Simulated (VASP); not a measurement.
# Fe (Fmmm) in VASP: further runs, part 2 of 2

VASP 6.6.1. The steps go on from the part before.

## 4. Single point, PBE, collinear spin, ferromagnetic start

This run uses another cell than the first one, of 10.52 Å³/atom.

INCAR

```
ALGO = Normal ; EDIFF = 1E-6
ENCUT = 520 ; GGA = PE
ISIF = 2 ; ISMEAR = 0
ISPIN = 2 ; LASPH = T
LCHARG = F ; LMAXMIX = 4
LORBIT = 11 ; LREAL = F
LWAVE = F ; MAGMOM = 4
NBANDS = 14 ; NELM = 150
PREC = Accurate ; SIGMA = 0.1
```

KPOINTS

```
k-points
0
Gamma
  20 20 20
```

POSCAR

```
Fe
1.0
    0.0000000000      1.8885143265      1.9112393232
    1.4573657186      0.0000000000      1.9112393232
    1.4573657186      1.8885143265      0.0000000000
Fe
1
Direct
    0.0000000000      0.0000000000      0.0000000000
```

Potentials or basis: VASP PAW PBE potentials, release 64 (Fe).

Launch:

```bash
$ cat potpaw_PBE.64/Fe/POTCAR > POTCAR
$ mpirun -np 1 vasp_std > vasp.out
```

OUTCAR:

```text
EDIFF = 1E-6
   ENCUT = 520
   GGA = PE
   ISIF = 2
   ISMEAR = 0
   ISPIN = 2
   LASPH = T
   LORBIT = 11
   LREAL = F
   NELM = 150
   PREC = Accurate

 ion  position               nearest neighbor table
   1  0.000  0.000  0.000-

  LATTYP: Found a face centered orthorhombic cell.
 ALAT       =     2.9147314372
 B/A-ratio  =     1.2958410524
 C/A-ratio  =     1.3114342535

  Lattice vectors:

 A1 = (   0.0000000000,   1.8885143265,   1.9112393232)
 A2 = (   1.4573657186,   0.0000000000,   1.9112393232)
 A3 = (   1.4573657186,   1.8885143265,   0.0000000000)

Analysis of symmetry for initial positions (statically):
=====================================================================
 Subroutine PRICEL returns:
 Original cell was already a primitive cell.

 Routine SETGRP: Setting up the symmetry group for a
 face centered orthorhombic supercell.

 Subroutine GETGRP returns: Found  8 space group operations
 (whereof  8 operations were pure point group operations)
 out of a pool of  8 trial point group operations.

The static configuration has the point symmetry D_2h.

Analysis of symmetry for dynamics (positions and initial velocities):
=====================================================================
 Subroutine PRICEL returns:
 Original cell was already a primitive cell.

 Routine SETGRP: Setting up the symmetry group for a
 face centered orthorhombic supercell.

 Subroutine GETGRP returns: Found  8 space group operations
 (whereof  8 operations were pure point group operations)
 out of a pool of  8 trial point group operations.

The dynamic configuration has the point symmetry D_2h.

Analysis of structural, dynamic, and magnetic symmetry:
=====================================================================
 Subroutine PRICEL returns:
 Original cell was already a primitive cell.

 Routine SETGRP: Setting up the symmetry group for a
 face centered orthorhombic supercell.

 Subroutine GETGRP returns: Found  8 space group operations
 (whereof  8 operations were pure point group operations)
 out of a pool of  8 trial point group operations.

The overall configuration has the point symmetry D_2h.

 Subroutine INISYM returns: Found  8 space group operations
 (whereof  8 operations are pure point group operations),
 and found     1 'primitive' translations

----------------------------------------------------------------------------------------

                                     Primitive cell

  volume of cell :      10.5204

  direct lattice vectors                    reciprocal lattice vectors
     0.000000000  1.888514326  1.911239323    -0.343084782  0.264758383  0.261610356
     1.457365719  0.000000000  1.911239323     0.343084782 -0.264758383  0.261610356
     1.457365719  1.888514326  0.000000000     0.343084782  0.264758383 -0.261610356

  length of vectors
     2.686879624  2.403487172  2.385456183     0.506205638  0.506205638  0.506205638

  position of ions in fractional coordinates (direct lattice)
     0.000000000  0.000000000  0.000000000

  ion indices of the primitive-cell ions
   primitive index   ion index
                 1           1

----------------------------------------------------------------------------------------

 KPOINTS: k-points

Automatic generation of k-mesh.
[... 74 lines left out ...]
   POTIM  = 0.5000    time-step for ionic-motion
   TEBEG  =    0.0;   TEEND  =   0.0 temperature during run
   PSTRESS=    0.0 pullay stress
   NELECT =       8.0000    total number of electrons
   NUPDOWN=      -1.0000    fix difference up-down
   EMIN   =  10.00;   EMAX   =-10.00  energy-range for DOS
   EFERMI =   0.00;   METHOD = LEGACY
   ISMEAR =     0;   SIGMA  =   0.10  broadening in eV -4-tet -1-fermi 0-gaus
   EFERMI_NEDOS =   21; number of points for ismear=-14 and -15
   IALGO  =     38    algorithm
   IMIX   =      4    mixing-type and parameters
     AMIX     =   0.40;   BMIX     =  1.00
     AMIX_MAG =   1.60;   BMIX_MAG =  1.00
  volume/ion in A,a.u.               =      10.52        71.00
  Fermi-wavevector in a.u.,A,eV,Ry     =   1.494262  2.823746 30.379361  2.232820
  Thomas-Fermi vector in A             =   2.606558
   LORBIT       =     11    0 simple, 1 ext, 2 COOP (PROOUT), +10 PAW based schemes
   GGA     = PE    functional components
   LHFCALC =     F    Hartree Fock is set to
   AEXX    =    0.0000 exact exchange contribution
   IVDW    =     0    specifies the selected vdW correction
   LEPSILON=     F    determine dielectric tensor
   LRPA    =     F    only Hartree local field effects (RPA)
 spin polarized calculation
 Gauss-broadening in eV      SIGMA  =   0.10
  energy-cutoff  :      520.00
  volume of cell :       10.52
 maximum number of plane-waves:       295
   NGX =  9   NGY =  9   NGZ =  9

 number of electron       8.0000002 magnetization       2.0719114

 Free energy of the ion-electron system (eV)
  ---------------------------------------------------
  ext. energy  EPLUGINS =         0.00000000
  ---------------------------------------------------
  free energy    TOTEN  =        -8.18242306 eV

  energy without entropy =       -8.17806883  energy(sigma->0) =       -8.18024594

 E-fermi :   6.7057     XC(G=0): -13.5590

 val. band max:        6.7051850024   @ k =  -0.2000   0.2000   0.3000
 cond. band min:       6.7059029328   @ k =  -0.3500   0.1500   0.3500
 fundamental gap:      0.0007179304
 Fermi energy:         6.7057336396

 spin component 1

 k-point     1 :       0.0000    0.0000    0.0000
  band No.  band energies     occupation
      1      -2.2526      1.00000
      2       4.0424      1.00000
      3       4.1466      1.00000
      4       4.5393      1.00000
      5       5.3122      1.00000
      6       5.7501      1.00000
      7      31.2720      0.00000
      8      32.8595      0.00000
      9      33.1588      0.00000
     10      37.5941      0.00000
     11      38.5971      0.00000
     12      39.5760      0.00000
     13      39.8544      0.00000
     14      39.9656      0.00000
[... 379 lines left out ...]
      3       4.8318      1.00000
      4       5.3084      1.00000
      5       5.8952      1.00000
      6       6.9087      0.00205
      7      17.5199      0.00000
      8      26.4500      0.00000
      9      29.5968      0.00000
     10      32.8348      0.00000
     11      36.5532      0.00000
     12      41.2697      0.00000
     13      42.1226      0.00000
     14      50.2003      0.00000

 [... further k-points ...]

 spin component 2

 k-point     1 :       0.0000    0.0000    0.0000
  band No.  band energies     occupation
      1      -2.0530      1.00000
      2       5.7368      1.00000
      3       5.8889      1.00000
      4       6.4398      0.99992
      5       7.8451      0.00000
      6       8.5094      0.00000
      7      31.0511      0.00000
      8      32.7010      0.00000
      9      33.0324      0.00000
     10      38.0022      0.00000
     11      38.6778      0.00000
     12      40.4844      0.00000
     13      40.5913      0.00000
     14      40.6510      0.00000
[... 379 lines left out ...]
      3       5.8332      1.00000
      4       7.7174      0.00000
      5       8.4340      0.00000
      6       8.8621      0.00000
      7      18.4993      0.00000
      8      26.6311      0.00000
      9      30.1443      0.00000
     10      33.2462      0.00000
     11      37.1891      0.00000
     12      41.4478      0.00000
     13      42.4749      0.00000
     14      51.0567      0.00000

 [... further k-points ...]

------------------------ aborting loop because EDIFF is reached ----------------------------------------

  FORCE on cell =-STRESS in cart. coord.  units (eV):
  Direction    XX          YY          ZZ          XY          YZ          ZX
  --------------------------------------------------------------------------------------
  -------------------------------------------------------------------------------------
  Total        0.6746719      1.5231283      1.3340631      0.0000000      0.0000000      0.0000000
  in kB      102.7470321    231.9600412    203.1669502      0.0000000      0.0000000      0.0000000
  external PRESSURE =     179.2913412 kB  Pullay stress =       0.0000000 kB

 VOLUME and BASIS-vectors are now :
 -----------------------------------------------------------------------------
  energy-cutoff  :      520.00
  volume of cell :       10.52
      direct lattice vectors                 reciprocal lattice vectors
     0.000000000  1.888514326  1.911239323    -0.343084782  0.264758383  0.261610356
     1.457365719  0.000000000  1.911239323     0.343084782 -0.264758383  0.261610356
     1.457365719  1.888514326  0.000000000     0.343084782  0.264758383 -0.261610356

 POSITION                                       TOTAL-FORCE (eV/Angst)
 -----------------------------------------------------------------------------------
      0.00000      0.00000      0.00000         0.000000      0.000000      0.000000
 -----------------------------------------------------------------------------------
    total drift:                                0.000000     -0.000000     -0.000000

  FREE ENERGIE OF THE ION-ELECTRON SYSTEM (eV)
  ---------------------------------------------------
  free  energy   TOTEN  =        -8.1824230627 eV

  energy  without entropy=       -8.1780688261  energy(sigma->0) =       -8.18024594

 total charge

# of ion       s       p       d       tot
------------------------------------------
    1        0.523   0.614   6.304   7.441

 magnetization (x)

# of ion       s       p       d       tot
------------------------------------------
    1       -0.012  -0.051   2.117   2.054
```

It took 4.6 min on 1 thread of Intel Xeon Platinum 8488C (Sapphire Rapids), shared host; peak memory 0.35 GiB.

What came out:

```
Free energy                                           : -8.1824 eV
Pressure                                              : 17.9 GPa
Net moment                                            : 2.07 μB per cell
Site moments                                          : Fe +2.05 μB
Valence electrons inside the program's atomic spheres : Fe 7.44
```

Caveat: the cell stands under pressure.

## 5. Single point, PBE, collinear spin, ferromagnetic start

This run uses another cell than the first one, of 10.98 Å³/atom.

INCAR

```
SYSTEM = Fe
PREC = Accurate ; ENCUT = 520
EDIFF = 1E-6 ; ISMEAR = 0
SIGMA = 0.1 ; LREAL = .False.
LASPH = .True. ; NELM = 150
ALGO = Normal ; ISIF = 2
LWAVE = .False. ; LCHARG = .False.
ISPIN = 2 ; MAGMOM = 4
LORBIT = 11 ; LMAXMIX = 4
GGA = PE ; NBANDS = 14
```

KPOINTS

```
Automatic mesh
0
Gamma
  20 20 20
  0 0 0
```

POSCAR

```
Fe
1.0
    0.0000000000      1.9154967481      1.9385464314
    1.4781880421      0.0000000000      1.9385464314
    1.4781880421      1.9154967481      0.0000000000
Fe
1
Direct
    0.0000000000      0.0000000000      0.0000000000
```

Launch:

```bash
$ cat potpaw_PBE.64/Fe/POTCAR > POTCAR
$ mpirun -np 1 vasp_std > vasp.out
```

It took 4.2 min on 1 thread of Intel Xeon Platinum 8488C (Sapphire Rapids), shared host; peak memory 0.36 GiB.

It converged, with:

* Free energy: -8.2182 eV
* Pressure: 7.5 GPa
* Net moment: 2.15 μB per cell
* Site moments: Fe +2.14 μB
* Valence electrons inside the program's atomic spheres: Fe 7.34

Stress tensor (GPa, compression positive):
```
 1.10  0.00  0.00
 0.00 11.92  0.00
 0.00  0.00  9.52
```

Levels at points of the mesh, in eV from the Fermi level:
Spin up:
| k point | band 1 | band 2 | band 3 | band 4 | band 5 | band 6 | band 7 | band 8 | band 9 | band 10 |
| --- | --- | --- | --- | --- | --- | --- | --- | --- | --- | --- |
| (0.00, 0.00, 0.00) | -8.68 | -2.56 | -2.46 | -2.10 | -1.37 | -0.96 | 24.20 | 25.73 | 26.01 | 30.17 |
| (0.50, 0.00, 0.00) | -5.12 | -3.33 | -1.43 | -0.79 | 0.26 | 0.37 | 7.38 | 19.23 | 21.69 | 24.62 |
| (0.50, 0.50, 0.00) | -5.18 | -3.91 | -0.75 | -0.68 | 0.46 | 0.84 | 8.10 | 17.64 | 19.18 | 22.97 |
| (0.50, 0.00, 0.50) | -5.19 | -3.89 | -0.78 | -0.74 | 0.53 | 1.07 | 8.37 | 17.41 | 18.94 | 22.74 |
| (0.00, 0.50, 0.50) | -5.19 | -4.98 | 0.02 | 0.15 | 0.27 | 8.10 | 11.23 | 11.25 | 14.85 | 16.88 |
Spin down:
```tsv
k point	band 1	band 2	band 3	band 4	band 5	band 6	band 7	band 8
(0.00, 0.00, 0.00)	-8.50	-0.78	-0.63	-0.10	1.22	1.86	23.95	25.55
(0.50, 0.00, 0.00)	-3.90	-1.61	0.39	1.10	1.91	2.55	8.74	19.25
(0.50, 0.50, 0.00)	-3.87	-2.36	0.99	1.90	2.05	2.60	9.45	17.82
(0.50, 0.00, 0.50)	-3.85	-2.30	1.23	1.83	1.99	2.63	9.71	17.57
(0.00, 0.50, 0.50)	-3.40	-3.19	2.25	2.26	2.33	8.37	11.52	11.55
```

Caveat: the cell stands under pressure.

## 6. Single point, PBE, collinear spin, ferromagnetic start

This run uses another cell than the first one, of 11.44 Å³/atom.

INCAR

```
PREC = Accurate ; ENCUT = 520
EDIFF = 1E-7 ; ISMEAR = 0
SIGMA = 0.1 ; LREAL = False
LASPH = True ; NELM = 150
ALGO = Normal ; ISIF = 2
LWAVE = False ; LCHARG = False
ISPIN = 2 ; MAGMOM = 2.52
LORBIT = 11 ; LMAXMIX = 4
GGA = PE ; NBANDS = 14
```

KPOINTS

```
regular mesh
0
Gamma
  20 20 20
```

POSCAR

```
Fe
1.0
    0.0000000000      1.9417396906      1.9651051623
    1.4984397099      0.0000000000      1.9651051623
    1.4984397099      1.9417396906      0.0000000000
Fe
1
Direct
    0.0000000000      0.0000000000      0.0000000000
```

Potentials or basis: VASP PAW PBE potentials, release 64 (Fe).

Launch:

```bash
$ cat potpaw_PBE.64/Fe/POTCAR > POTCAR
$ mpirun -np 1 vasp_std > vasp.out
```

It took 3.7 min on 1 thread of Intel Xeon Platinum 8488C (Sapphire Rapids), shared host; peak memory 0.39 GiB.

It converged, with:

```yaml
Free_energy: -8.2277 eV
Pressure: -0.6 GPa
Net_moment: 2.22 μB per cell
Site_moments: Fe +2.22 μB
Valence_electrons_inside_the_program's_atomic_spheres: Fe 7.25
```

Stress tensor (GPa, compression positive):
```
-5.84  0.00  0.00
 0.00  2.97  0.00
 0.00  0.00  1.04
```

Levels at points of the mesh, in eV from the Fermi level:
Spin up:
```
           k point  band 1  band 2  band 3  band 4  band 5  band 6  band 7  band 8  band 9  band 10
(0.00, 0.00, 0.00)   -8.41   -2.45   -2.36   -2.04   -1.34   -0.95   23.87   25.34   25.60    29.52
(0.50, 0.00, 0.00)   -4.88   -3.18   -1.39   -0.80    0.29    0.31    7.03   18.91   21.04    24.02
(0.50, 0.50, 0.00)   -4.94   -3.72   -0.76   -0.70    0.38    0.86    7.73   17.31   18.61    22.39
(0.50, 0.00, 0.50)   -4.94   -3.70   -0.79   -0.75    0.45    1.09    8.00   17.08   18.38    22.17
(0.00, 0.50, 0.50)   -4.91   -4.72   -0.05    0.09    0.20    7.89   10.94   10.95   14.45    16.46
```
Spin down:
```csv
k point,band 1,band 2,band 3,band 4,band 5,band 6,band 7
"(0.00, 0.00, 0.00)",-8.24,-0.60,-0.45,0.06,1.31,1.92,23.58
"(0.50, 0.00, 0.00)",-3.62,-1.38,0.41,1.19,1.96,2.57,8.42
"(0.50, 0.50, 0.00)",-3.58,-2.10,0.99,1.95,2.09,2.61,9.12
"(0.50, 0.00, 0.50)",-3.56,-2.04,1.22,1.89,2.03,2.63,9.38
"(0.00, 0.50, 0.50)",-3.08,-2.89,2.29,2.29,2.35,8.15,11.23
```

## 7. Single point, PBE, collinear spin, antiferromagnetic start

This run uses another cell than the first one: it holds 2 atoms, not 1.

INCAR

```
SYSTEM = Fe
PREC     = Accurate       ! precision mode
ENCUT    = 520            ! plane-wave cutoff, eV
EDIFF    = 1E-7           ! SCF threshold, eV
ISMEAR   = 0              ! smearing method
SIGMA    = 0.1            ! smearing width, eV
LREAL    = .False.        ! projectors in reciprocal space
LASPH    = .True.         ! aspherical terms in the spheres
NELM     = 150            ! most SCF steps
ALGO     = Fast           ! electronic algorithm
ISIF     = 2              ! what is computed and relaxed
LWAVE    = .False.        ! write WAVECAR
LCHARG   = .True.         ! write CHGCAR
ISPIN    = 2              ! spin polarisation
MAGMOM   = 4 -4           ! initial moments
LORBIT   = 11             ! projections on sites
LMAXMIX  = 4              ! l up to which the mixer works
GGA      = PE             ! functional
LELF     = .True.         ! ELF
LVHAR    = .True.       
NBANDS   = 19             ! bands
```

KPOINTS

```
Automatic mesh
0
Gamma
  20 20 10
  0 0 0
```

POSCAR

```
Fe
1.0
    1.3910282051      3.6051029063      1.8242420356
    1.3910282051      0.0000000000      1.8242420356
    2.7820564101      3.6051029063      0.0000000000
Fe
2
Direct
    0.0000000000      0.0000000000      0.0000000000
    0.0000000000      0.0000000000      0.5000000000
```

Launch:

```bash
$ cat potpaw_PBE.64/Fe/POTCAR > POTCAR
$ mpirun -np 1 vasp_std > vasp.out
```

Wall time 4.3 min (1 thread of Intel Xeon 6975P-C (Granite Rapids), shared host); peak memory 0.41 GiB.

It converged, with:

| Item | Value |
| --- | --- |
| Free energy | -15.5597 eV |
| Pressure | 58.8 GPa |
| Band gap on the k mesh | zero (filled and empty bands overlap) |
| Net moment | 0.00 μB per cell |
| Site moments | Fe +1.29, -1.29 μB |
| Valence electrons inside the program's atomic spheres | Fe 7.82 |

Stress tensor (GPa, compression positive):
```
75.85  0.00  0.00
 0.00 57.76  0.00
 0.00  0.00 42.70
```

Levels at points of the mesh, in eV from the Fermi level:
Spin up:
| k point | band 6 | band 7 | band 8 | band 9 | band 10 | band 11 |
| --- | --- | --- | --- | --- | --- | --- |
| (0.00, 0.00, 0.00) | -1.81 | -1.00 | -0.45 | 0.98 | 1.19 | 1.26 |
| (0.50, 0.00, 0.00) | -0.69 | 0.24 | 0.34 | 0.78 | 0.81 | 1.43 |
| (0.50, 0.50, 0.00) | 0.61 | 0.98 | 0.99 | 1.21 | 1.44 | 1.99 |
| (0.00, 0.00, 0.50) | -2.62 | -0.98 | -0.88 | 0.51 | 0.88 | 3.27 |
| (0.50, 0.00, 0.50) | -1.73 | -1.14 | -0.96 | -0.92 | 0.00 | 0.77 |
| (0.00, 0.50, 0.50) | -1.58 | -1.19 | -0.17 | 1.03 | 1.94 | 7.28 |
Spin down:
| k point | band 5 | band 6 | band 7 | band 8 | band 9 | band 10 | band 11 | band 12 |
| --- | --- | --- | --- | --- | --- | --- | --- | --- |
| (0.00, 0.00, 0.00) | -2.20 | -1.81 | -1.00 | -0.45 | 0.98 | 1.19 | 1.26 | 1.83 |
| (0.50, 0.00, 0.00) | -1.18 | -0.69 | 0.24 | 0.34 | 0.78 | 0.81 | 1.43 | 1.86 |
| (0.50, 0.50, 0.00) | 0.41 | 0.61 | 0.98 | 0.99 | 1.21 | 1.44 | 1.99 | 9.42 |
| (0.00, 0.00, 0.50) | -3.08 | -2.62 | -0.98 | -0.88 | 0.51 | 0.88 | 3.27 | 3.95 |
| (0.50, 0.00, 0.50) | -2.58 | -1.73 | -1.14 | -0.96 | -0.92 | 0.00 | 0.77 | 0.92 |
| (0.00, 0.50, 0.50) | -2.58 | -1.58 | -1.19 | -0.17 | 1.03 | 1.94 | 7.28 | 7.60 |

Caveat: the cell stands under pressure.

## 8. Overview

```csv
spin,cell,k mesh,gap on the mesh (eV),pressure (GPa),moment (μB)
"collinear, ferromagnetic start","a = 2.565, b = 2.294, c = 2.277 Å, angles 68.3, 56.2, 55.6°, 1 atom, atomic positions A",20 × 20 × 20,none,68.9,1.79
"collinear, ferromagnetic start","a = 2.627, b = 2.350, c = 2.332 Å, angles 68.3, 56.2, 55.6°, 1 atom, atomic positions A",20 × 20 × 20,none,39.2,1.96
"collinear, ferromagnetic start","a = 2.687, b = 2.403, c = 2.385 Å, angles 68.3, 56.2, 55.6°, 1 atom, atomic positions A",20 × 20 × 20,none,17.9,2.07
"collinear, ferromagnetic start","a = 2.725, b = 2.438, c = 2.420 Å, angles 68.3, 56.2, 55.6°, 1 atom, atomic positions A",20 × 20 × 20,none,7.5,2.15
"collinear, ferromagnetic start","a = 2.763, b = 2.471, c = 2.453 Å, angles 68.3, 56.2, 55.6°, 1 atom, atomic positions A",20 × 20 × 20,none,-0.6,2.22
"collinear, antiferromagnetic start","a = 4.273, b = 2.294, c = 4.554 Å, angles 68.3, 29.9, 57.5°, 2 atoms, atomic positions B",20 × 20 × 10,none,58.8,0.00
```

Alike in all rows: task single point; level PBE; potentials or basis VASP PAW PBE potentials, release 64 (Fe); cutoff (eV) 520; smearing gaussian 0.1 eV.

Caveats: the cell stands under pressure (at least some runs).

Total energies depend on the potentials used, so only differences within one code and one set of settings carry meaning.
